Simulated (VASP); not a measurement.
A run of VASP 6.6.1:

INCAR

```
SYSTEM = Te2Pt
  PREC = Accurate
  ENCUT = 450
  EDIFF = 1E-7
  ISMEAR = 0
  SIGMA = 0.05
  LREAL = .False.
  LASPH = .True.
  NELM = 120
  ALGO = Normal
  ISIF = 2
  LWAVE = .False.
  LCHARG = .False.
  LDIPOL = .True.
  IDIPOL = 3
  DIPOL = 0.5 0.5 0.500
  GGA = PE
  IVDW = 12
  IBRION = 2
  NSW = 60
  EDIFFG = -0.04
  GGA_COMPAT = .False.
  NELMIN = 4
  NELMDL = -8
```

The input KPOINTS:

```
regular mesh
0
Gamma
  9 9 1
  0 0 0
```

File POSCAR:

```
Te2Pt
1.0
    4.0179999700      0.0000000000      0.0000000000
   -2.0089999800      3.4796900500      0.0000000000
    0.0000000000      0.0000000000     27.8180002160
Te Pt
4 2
Direct
    0.6666666700      0.3333333300      0.3594794709
    0.3333333300      0.6666666700      0.4531598205
    0.6666666700      0.3333333300      0.5468401795
    0.3333333300      0.6666666700      0.6405205291
    0.0000000000      0.0000000000      0.4063196504
    0.0000000000      0.0000000000      0.5936803496
```

Potentials or basis: VASP PAW PBE potentials, release 64 (Te, Pt).

Run with:

```console
$ cat potpaw_PBE.64/Te/POTCAR potpaw_PBE.64/Pt/POTCAR > POTCAR
$ mpirun -np 1 vasp_std > vasp.out
```

Hardware: 1 thread of Intel(R) Xeon(R) Platinum 8488C (Sapphire Rapids), with other jobs on the host.

Problem. How long does it take, and how much memory?

Solution. Run time: 5.7 min on 1 thread of Intel(R) Xeon(R) Platinum 8488C (Sapphire Rapids), with other jobs on the host, peak memory 0.46 GiB. Counts: scf iterations 75, k points 12, ion steps 5.
